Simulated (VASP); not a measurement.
The system is In6O.

```
CELL_PARAMETERS angstrom
3.32000 0.00000 0.00000
0.00000 3.32000 0.00000
0.00000 0.00000 14.05000
ATOMIC_POSITIONS crystal
In 0.50000 0.50000 0.83330
In 0.50000 0.50000 0.16670
In 0.00000 0.00000 0.00000
In 0.00000 0.00000 0.33330
In 0.00000 0.00000 0.66670
In 0.50000 0.50000 0.50000
O 0.50000 0.50000 0.00000
```

| Quantity | Value |
| --- | --- |
| Program | VASP 6.6.1 |
| Task | relaxation of cell and atoms |
| Functional | PBE |
| Potentials or basis | VASP PAW PBE potentials, release 64 (In_d, O) |
| Cutoff | 600 eV |
| k mesh | 5 × 5 × 2 |
| Occupations | gaussian, width 0.2 eV |
| Spin | no spin polarisation |

At the start: pressure 6.2 GPa; volume 22.12 Å³/atom.

Problem. How do energy, volume and symmetry change on relaxing?

Solution. Over 11 steps the energy falls by 85.4 meV/atom and the volume is 24.67 Å³/atom (+11.5 %); space group P4/mmm (No. 123, to 0.05 Å).

The path:
```csv
step,energy change (eV),largest force (eV/Å),pressure (GPa),volume (Å³)
1,0.0000,0.3519,6.17,154.86
2,-0.3886,0.1551,-0.65,174.71
3,-0.3887,0.1554,-0.64,174.50
4,-0.4600,0.1442,-0.54,173.94
5,-0.5749,0.1594,0.33,171.72
6,-0.5750,0.1528,0.31,171.81
7,-0.5813,0.1291,-0.11,173.56
8,-0.5820,0.1154,-0.38,174.71
9,-0.5870,0.1043,-0.28,174.41
10,-0.5940,0.0889,-0.19,173.84
11,-0.5978,0.0571,0.17,172.71
```

Final structure:
```yaml
crystal:
  lattice:
    - [3.25531, 0.00000, 0.00000]
    - [0.00000, 3.25531, 0.00000]
    - [0.00000, 0.00000, 16.29767]
  atoms:
    - { symbol: In, position: [0.50000, 0.50000, 0.82688] }
    - { symbol: In, position: [0.50000, 0.50000, 0.17312] }
    - { symbol: In, position: [0.00000, 0.00000, 0.00000] }
    - { symbol: In, position: [0.00000, 0.00000, 0.34166] }
    - { symbol: In, position: [0.00000, 0.00000, 0.65834] }
    - { symbol: In, position: [0.50000, 0.50000, 0.50000] }
    - { symbol: O, position: [0.50000, 0.50000, 0.00000] }
```

Caveat: the k points lie up to 0.39 Å⁻¹ apart in the final cell; the relaxation stopped at a loose force limit of 0.08 eV/Å, so its end isn't a converged minimum.
